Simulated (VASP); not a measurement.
# Hf in VASP: a series of runs

The runs below take Hf through single point, with PBEsol.

Program: VASP 6.6.1. These are calculated values, not measurements. Logs are shortened: lines on timing, memory, paths and dates and some standing lists are left out, and cuts for length are marked.

### 1 The cell of the first run

It takes space group Fm-3m (No. 225, cubic). The conventional cell has a = 4.795 Å, b = 4.795 Å, c = 4.795 Å, α = 90.00°, β = 90.00°, γ = 90.00°. Within 4.5 Å of Hf (site symmetry m-3m) lie 12 Hf at 3.39 Å.

This isn't the form of Hf at room conditions, which is hcp.

### 2 Single point, PBEsol (strain +0.080 along x and y, +0.080 along z)

Input file INCAR:

```
SYSTEM = Hf
PREC = Accurate
ENCUT = 520
EDIFF = 1E-7
ISMEAR = 0
SIGMA = 0.15
LREAL = .False.
LASPH = .True.
NELM = 60
ALGO = Normal
ISIF = 2
LWAVE = .False.
LCHARG = .False.
GGA = PS
NBANDS = 11
```

Input file KPOINTS:

```
Automatic mesh
0
Gamma
  18 18 18
  0 0 0
```

Input file POSCAR:

```
Hf
1.0
    0.0000000000      2.3976000000      2.3976000000
    2.3976000000      0.0000000000      2.3976000000
    2.3976000000      2.3976000000      0.0000000000
Hf
1
Direct
    0.0000000000      0.0000000000      0.0000000000
```

Potentials or basis: VASP PAW PBE potentials, release 64 (Hf_pv).

Launch:

```console
$ cat potpaw_PBE.64/Hf_pv/POTCAR > POTCAR
$ mpirun -np 1 vasp_std > vasp.out
```

OUTCAR:

```text
SYSTEM = Hf
   PREC = Accurate
   ENCUT = 520
   EDIFF = 1E-7
   ISMEAR = 0
   LREAL = .False.
   LASPH = .True.
   NELM = 60
   ISIF = 2
   GGA = PS

 ion  position               nearest neighbor table
   1  0.000  0.000  0.000-

  LATTYP: Found a face centered cubic cell.
 ALAT       =     4.7952000000

  Lattice vectors:

 A1 = (   0.0000000000,   2.3976000000,   2.3976000000)
 A2 = (   2.3976000000,   0.0000000000,   2.3976000000)
 A3 = (   2.3976000000,   2.3976000000,   0.0000000000)

Analysis of symmetry for initial positions (statically):
=====================================================================
 Subroutine PRICEL returns:
 Original cell was already a primitive cell.

 Routine SETGRP: Setting up the symmetry group for a
 face centered cubic supercell.

 Subroutine GETGRP returns: Found 48 space group operations
 (whereof 48 operations were pure point group operations)
 out of a pool of 48 trial point group operations.

The static configuration has the point symmetry O_h .

Analysis of symmetry for dynamics (positions and initial velocities):
=====================================================================
 Subroutine PRICEL returns:
 Original cell was already a primitive cell.

 Routine SETGRP: Setting up the symmetry group for a
 face centered cubic supercell.

 Subroutine GETGRP returns: Found 48 space group operations
 (whereof 48 operations were pure point group operations)
 out of a pool of 48 trial point group operations.

The dynamic configuration has the point symmetry O_h .

 Subroutine INISYM returns: Found 48 space group operations
 (whereof 48 operations are pure point group operations),
 and found     1 'primitive' translations

----------------------------------------------------------------------------------------

                                     Primitive cell

  volume of cell :      27.5651

  direct lattice vectors                    reciprocal lattice vectors
     0.000000000  2.397600000  2.397600000    -0.208541875  0.208541875  0.208541875
     2.397600000  0.000000000  2.397600000     0.208541875 -0.208541875  0.208541875
     2.397600000  2.397600000  0.000000000     0.208541875  0.208541875 -0.208541875

  length of vectors
     3.390718437  3.390718437  3.390718437     0.361205123  0.361205123  0.361205123

  position of ions in fractional coordinates (direct lattice)
     0.000000000  0.000000000  0.000000000

  ion indices of the primitive-cell ions
   primitive index   ion index
                 1           1

----------------------------------------------------------------------------------------

 KPOINTS: Automatic mesh

Automatic generation of k-mesh.
 Grid dimensions read from file:
 generate k-points for:   18   18   18

 Generating k-lattice:

  Cartesian coordinates                     Fractional coordinates (reciprocal lattice)
    -0.011585660  0.011585660  0.011585660     0.055555556  0.000000000  0.000000000
     0.011585660 -0.011585660  0.011585660     0.000000000  0.055555556  0.000000000
     0.011585660  0.011585660 -0.011585660     0.000000000  0.000000000  0.055555556

  Length of vectors
     0.020066951  0.020066951  0.020066951

  Shift w.r.t. Gamma in fractional coordinates (k-lattice)
     0.000000000  0.000000000  0.000000000

 Subroutine IBZKPT returns following result:
 ===========================================

 Found    195 irreducible k-points:

 Following reciprocal coordinates:
            Coordinates               Weight
  0.000000  0.000000  0.000000      1.000000
  0.055556  0.000000  0.000000      8.000000
  0.111111  0.000000  0.000000      8.000000
  0.166667  0.000000  0.000000      8.000000
  0.222222  0.000000  0.000000      8.000000
  0.277778  0.000000  0.000000      8.000000
[... 16 lines left out ...]
 -0.277778  0.055556  0.000000     24.000000
 -0.222222  0.055556  0.000000     24.000000
 [... further k-points ...]
   k-points           NKPTS =    195   k-points in BZ     NKDIM =    195   number of bands    NBANDS=     11
   number of dos      NEDOS =    301   number of ions     NIONS =      1
   total plane-waves  NPLWV =  21952
   dimension x,y,z NGX =    28 NGY =   28 NGZ =   28
   dimension x,y,z NGXF=    56 NGYF=   56 NGZF=   56
   ions per type =               1
   NGX,Y,Z   is equivalent  to a cutoff of  13.73, 13.73, 13.73 a.u.
   NGXF,Y,Z  is equivalent  to a cutoff of  27.46, 27.46, 27.46 a.u.
 SYSTEM =  Hf
   PREC   = accura    normal or accurate (medium, high low for compatibility)
   ISTART =      0    job   : 0-new  1-cont  2-samecut
   ICHARG =      2    charge: 1-file 2-atom 10-const
   ISPIN  =      1    spin polarized calculation?
   LNONCOLLINEAR =      F non collinear calculations
   LSORBIT =      F    spin-orbit coupling
   LASPH  =      T    aspherical Exc in radial PAW
   ENCUT  =  520.0 eV  38.22 Ry    6.18 a.u.   6.30  6.30  6.30*2*pi/ulx,y,z
   NELM   =     60;   NELMIN=  2; NELMDL= -5     # of ELM steps
   EDIFF  = 0.1E-06   stopping-criterion for ELM
   LREAL  =      F    real-space projection
   EDIFFG = 0.1E-05   stopping-criterion for IOM
   NSW    =      0    number of steps for IOM
   IBRION =     -1    ionic relax: 0-MD 1-quasi-New 2-CG
   NFREE  =      0    steps in history (QN), initial steepest desc. (CG)
   ISIF   =      2    stress and relaxation
   ISYM   =      2    0-nonsym 1-usesym 2-fastsym
   POTIM  = 0.5000    time-step for ionic-motion
   TEBEG  =    0.0;   TEEND  =   0.0 temperature during run
   PSTRESS=    0.0 pullay stress
   NELECT =      10.0000    total number of electrons
   NUPDOWN=      -1.0000    fix difference up-down
   EMIN   =  10.00;   EMAX   =-10.00  energy-range for DOS
   EFERMI =   0.00;   METHOD = LEGACY
   ISMEAR =     0;   SIGMA  =   0.15  broadening in eV -4-tet -1-fermi 0-gaus
   EFERMI_NEDOS =   21; number of points for ismear=-14 and -15
   IALGO  =     38    algorithm
   IMIX   =      4    mixing-type and parameters
     AMIX     =   0.40;   BMIX     =  1.00
     AMIX_MAG =   1.60;   BMIX_MAG =  1.00
  volume/ion in A,a.u.               =      27.57       186.02
  Fermi-wavevector in a.u.,A,eV,Ry     =   1.167584  2.206414 18.548172  1.363252
  Thomas-Fermi vector in A             =   2.304082
   LORBIT       =      0    0 simple, 1 ext, 2 COOP (PROOUT), +10 PAW based schemes
   GGA     = PS    functional components
   LHFCALC =     F    Hartree Fock is set to
   AEXX    =    0.0000 exact exchange contribution
   IVDW    =     0    specifies the selected vdW correction
   LEPSILON=     F    determine dielectric tensor
   LRPA    =     F    only Hartree local field effects (RPA)
 non-spin polarized calculation
 Gauss-broadening in eV      SIGMA  =   0.15
  energy-cutoff  :      520.00
  volume of cell :       27.57
 maximum number of plane-waves:       757
 NGX is ok and might be reduce to    28
   NGX = 13   NGY = 13   NGZ = 13

 number of electron      10.0000000 magnetization

 number of electron       9.9999999 magnetization

 Free energy of the ion-electron system (eV)
  ---------------------------------------------------
  ext. energy  EPLUGINS =         0.00000000
  ---------------------------------------------------
  free energy    TOTEN  =       -10.03832192 eV

  energy without entropy =      -10.01863701  energy(sigma->0) =      -10.02847946

 E-fermi :   3.2657     XC(G=0): -10.4765

 val. band max:        3.2542838757   @ k =  -0.1667   0.1667   0.0556
 cond. band min:       3.2669066944   @ k =  -0.3333   0.3333   0.1111
 fundamental gap:      0.0126228186
 Fermi energy:         3.2656834065

 k-point     1 :       0.0000    0.0000    0.0000
  band No.  band energies     occupation
      1     -27.4892      2.00000
      2     -27.4892      2.00000
      3     -27.4892      2.00000
      4      -3.2271      2.00000
      5       4.4987      0.00000
      6       4.4987      0.00000
      7       4.4987      0.00000
      8       6.6008      0.00000
      9       6.6008      0.00000
     10      13.9368      0.00000
     11      15.5235      0.00000

 k-point     2 :       0.0556    0.0000    0.0000
  band No.  band energies     occupation
      1     -27.5014      2.00000
      2     -27.4909      2.00000
      3     -27.4909      2.00000
      4      -3.1413      2.00000
      5       4.4149      0.00000
      6       4.5396      0.00000
      7       4.5396      0.00000
      8       6.5616      0.00000
      9       6.5616      0.00000
     10      14.1229      0.00000
     11      15.5227      0.00000

 k-point     3 :       0.1111    0.0000    0.0000
  band No.  band energies     occupation
      1     -27.5361      2.00000
      2     -27.4956      2.00000
      3     -27.4956      2.00000
      4      -2.8889      2.00000
      5       4.1906      0.00000
      6       4.6464      0.00000
      7       4.6464      0.00000
      8       6.4723      0.00000
      9       6.4723      0.00000
     10      14.6228      0.00000
     11      15.5145      0.00000

 k-point     4 :       0.1667    0.0000    0.0000
  band No.  band energies     occupation
      1     -27.5888      2.00000
      2     -27.5029      2.00000
      3     -27.5029      2.00000
      4      -2.4859      2.00000
      5       3.8898      0.00000
      6       4.7645      0.00000
      7       4.7645      0.00000
      8       6.4168      0.00000
      9       6.4168      0.00000
     10      14.7525      0.00000
     11      15.4641      0.00000
[... 239 lines left out ...]
 k-point    22 :      -0.3333    0.0556    0.0000
  band No.  band energies     occupation
      1     -27.7990      2.00000
      2     -27.5454      2.00000
      3     -27.5300      2.00000
      4      -0.5108      2.00000
      5       3.1481      1.73259
      6       4.4664      0.00000
      7       4.6099      0.00000
      8       7.1109      0.00000
      9       7.7339      0.00000
     10      11.7881      0.00000
     11      14.6839      0.00000

 k-point    23 :      -0.2778    0.0556    0.0000
  band No.  band energies     occupation
      1     -27.7413      2.00000
      2     -27.5375      2.00000
      3     -27.5206      2.00000
      4      -1.0892      2.00000
      5       3.2416      1.17997
      6       4.6104      0.00000
      7       4.7592      0.00000
      8       6.6235      0.00000
      9       7.2979      0.00000
     10      12.7454      0.00000
     11      15.4506      0.00000

 k-point    24 :      -0.2222    0.0556    0.0000
  band No.  band energies     occupation
      1     -27.6766      2.00000
      2     -27.5277      2.00000
      3     -27.5110      2.00000
      4      -1.6968      2.00000
      5       3.4527      0.07787
      6       4.7320      0.00000
      7       4.8752      0.00000
      8       6.2613      0.00000
      9       6.9203      0.00000
     10      13.6729      0.00000
     11      15.5242      0.00000

 [... further k-points ...]

------------------------ aborting loop because EDIFF is reached ----------------------------------------

  FORCE on cell =-STRESS in cart. coord.  units (eV):
  Direction    XX          YY          ZZ          XY          YZ          ZX
  --------------------------------------------------------------------------------------
  -------------------------------------------------------------------------------------
  Total       -3.0694926     -3.0694926     -3.0694926      0.0000000     -0.0000000      0.0000000
  in kB     -178.4090958   -178.4090958   -178.4090958      0.0000000     -0.0000000      0.0000000
  external PRESSURE =    -178.4090958 kB  Pullay stress =       0.0000000 kB

 VOLUME and BASIS-vectors are now :
 -----------------------------------------------------------------------------
  energy-cutoff  :      520.00
  volume of cell :       27.57
      direct lattice vectors                 reciprocal lattice vectors
     0.000000000  2.397600000  2.397600000    -0.208541875  0.208541875  0.208541875
     2.397600000  0.000000000  2.397600000     0.208541875 -0.208541875  0.208541875
     2.397600000  2.397600000  0.000000000     0.208541875  0.208541875 -0.208541875

 POSITION                                       TOTAL-FORCE (eV/Angst)
 -----------------------------------------------------------------------------------
      0.00000      0.00000      0.00000         0.000000      0.000000      0.000000
 -----------------------------------------------------------------------------------
    total drift:                               -0.000000     -0.000000     -0.000000

  FREE ENERGIE OF THE ION-ELECTRON SYSTEM (eV)
  ---------------------------------------------------
  free  energy   TOTEN  =       -10.0383219193 eV

  energy  without entropy=      -10.0186370071  energy(sigma->0) =      -10.02847946
```

Wall time 23 s (1 thread of Intel Xeon 6975P-C (Granite Rapids), shared host); peak memory 0.2 GiB.

What came out:

* Free energy: -10.0383 eV
* Pressure: -17.8 GPa
* Band gap on the k mesh: zero (bands 5 and 6 overlap by 1.73 eV)

Levels at points of the mesh, in eV from the Fermi level:
| k point | band 1 | band 2 | band 3 | band 4 | band 5 | band 6 | band 7 | band 8 | band 9 | band 10 |
| --- | --- | --- | --- | --- | --- | --- | --- | --- | --- | --- |
| (0.00, 0.00, 0.00) | -30.75 | -30.75 | -30.75 | -6.49 | 1.23 | 1.23 | 1.23 | 3.34 | 3.34 | 10.67 |
| (0.50, 0.00, 0.00) | -31.14 | -30.81 | -30.81 | -3.11 | 0.11 | 1.08 | 1.08 | 4.92 | 4.92 | 6.95 |
| (0.50, 0.50, 0.00) | -31.12 | -30.90 | -30.90 | -2.52 | -1.51 | 1.67 | 4.91 | 5.37 | 5.37 | 7.90 |

Caveat: the cell differs from its parent crystal (strain +0.080 along x and y, +0.080 along z); the cell stands under tension; the PAW data sets were made with another functional, which shifts forces and pressure a little; spin-orbit coupling is left out, which moves the levels of the heavy elements.

### 3 Single point, PBEsol (strain -0.080 along x and y, -0.040 along z)

Input file INCAR:

```
PREC = Accurate ; ENCUT = 520
EDIFF = 1E-7 ; ISMEAR = 0
SIGMA = 0.15 ; LREAL = F
LASPH = T ; NELM = 100
ALGO = Fast ; ISIF = 2
LWAVE = F ; LCHARG = F
GGA = PS ; NBANDS = 11
```

Input file KPOINTS:

```
Automatic mesh
0
Gamma
  18 18 18
```

Input file POSCAR:

```
Hf
1.0
    0.0000000000      2.0424000000      2.1312000000
    2.0424000000      0.0000000000      2.1312000000
    2.0424000000      2.0424000000      0.0000000000
Hf
1
Direct
    0.0000000000      0.0000000000      0.0000000000
```

Potentials or basis: VASP PAW PBE potentials, release 64 (Hf_pv).

Launch:

```console
$ cat potpaw_PBE.64/Hf_pv/POTCAR > POTCAR
$ mpirun -np 1 vasp_std > vasp.out
```

Wall time 30 s (1 thread of Intel Xeon 6975P-C (Granite Rapids), shared host); peak memory 0.21 GiB.

Results (log left out):

| Quantity | Value |
| --- | --- |
| Free energy | -10.1515 eV |
| Pressure | 28.4 GPa |
| Band gap on the k mesh | zero (bands 5 and 6 overlap by 2.10 eV) |

Stress tensor (GPa, compression positive):
```
29.18  0.00  0.00
 0.00 29.18  0.00
 0.00  0.00 26.77
```

Levels at points of the mesh, in eV from the Fermi level:
| k point | band 2 | band 3 | band 4 | band 5 | band 6 | band 7 | band 8 | band 9 |
| --- | --- | --- | --- | --- | --- | --- | --- | --- |
| (0.00, 0.00, 0.00) | -29.12 | -29.12 | -7.94 | 1.02 | 1.64 | 1.64 | 4.61 | 5.61 |
| (0.50, 0.00, 0.00) | -29.40 | -29.29 | -4.39 | 0.75 | 1.44 | 1.65 | 7.83 | 8.22 |
| (0.50, 0.50, 0.00) | -29.65 | -29.65 | -4.40 | -3.02 | 3.59 | 8.13 | 8.91 | 8.91 |
| (0.50, 0.00, 0.50) | -29.84 | -29.70 | -4.37 | -3.15 | 4.40 | 7.96 | 8.51 | 9.31 |

Caveat: the cell differs from its parent crystal (strain -0.080 along x and y, -0.040 along z); the cell stands under pressure; the PAW data sets were made with another functional, which shifts forces and pressure a little; spin-orbit coupling is left out, which moves the levels of the heavy elements.

### 4 Single point, PBEsol (strain -0.080 along x and y, +0.000 along z)

Input file INCAR:

```
PREC = Accurate ; ENCUT = 520
EDIFF = 1E-6 ; ISMEAR = 0
SIGMA = 0.15 ; LREAL = F
LASPH = T ; NELM = 100
ALGO = Fast ; ISIF = 2
LWAVE = F ; LCHARG = T
GGA = PS ; LELF = T
LVHAR = T ; NBANDS = 11
```

KPOINTS is that of step 3.

Input file POSCAR:

```
Hf
1.0
    0.0000000000      2.0424000000      2.2200000000
    2.0424000000      0.0000000000      2.2200000000
    2.0424000000      2.0424000000      0.0000000000
Hf
1
Direct
    0.0000000000      0.0000000000      0.0000000000
```

Launch:

```console
$ cat potpaw_PBE.64/Hf_pv/POTCAR > POTCAR
$ mpirun -np 1 vasp_std > vasp.out
```

It took 27 s on 1 thread of Intel Xeon 6975P-C (Granite Rapids), shared host; peak memory 0.21 GiB.

It converged, with:

| Item | Value |
| --- | --- |
| Free energy | -10.2537 eV |
| Pressure | 20.6 GPa |
| Band gap on the k mesh | zero (bands 5 and 6 overlap by 1.86 eV) |

Stress tensor (GPa, compression positive):
```
22.04  0.00  0.00
 0.00 22.04  0.00
 0.00  0.00 17.70
```

Levels at points of the mesh, in eV from the Fermi level:
```csv
k point,band 1,band 2,band 3,band 4,band 5,band 6,band 7,band 8,band 9,band 10
"(0.00, 0.00, 0.00)",-29.27,-29.24,-29.24,-7.80,0.71,1.90,1.90,3.95,5.86,12.14
"(0.50, 0.00, 0.00)",-30.78,-29.53,-29.35,-4.21,0.54,1.46,1.80,7.37,8.02,11.62
"(0.50, 0.50, 0.00)",-30.64,-29.65,-29.65,-4.19,-2.72,2.82,7.91,8.52,8.52,12.49
"(0.50, 0.00, 0.50)",-30.68,-29.99,-29.73,-4.10,-2.92,4.33,7.46,7.75,9.30,10.67
```

Caveat: the cell differs from its parent crystal (strain -0.080 along x and y, +0.000 along z); the cell stands under pressure; the PAW data sets were made with another functional, which shifts forces and pressure a little; spin-orbit coupling is left out, which moves the levels of the heavy elements.

### 5 Overview

```tsv
cell	gap on the mesh (eV)	pressure (GPa)
a = 3.391 Å, angles 60.0°, 1 atom	none	-17.8
a = 2.952, b = 2.952, c = 2.888 Å, angles 60.7, 60.7, 58.6°, 1 atom	none	28.4
a = 3.017, b = 3.017, c = 2.888 Å, angles 61.4, 61.4, 57.2°, 1 atom	none	20.6
```

Alike in all rows: task single point; level PBEsol; potentials or basis VASP PAW PBE potentials, release 64 (Hf_pv); no spin polarisation; k mesh 18 × 18 × 18; cutoff (eV) 520; smearing gaussian 0.15 eV.

Caveats: the PAW data sets were made with another functional, which shifts forces and pressure a little; spin-orbit coupling is left out, which moves the levels of the heavy elements; the cell stands under pressure (at least some runs); the cell stands under tension (at least some runs).

Absolute energies hang on the potentials; compare differences alone.
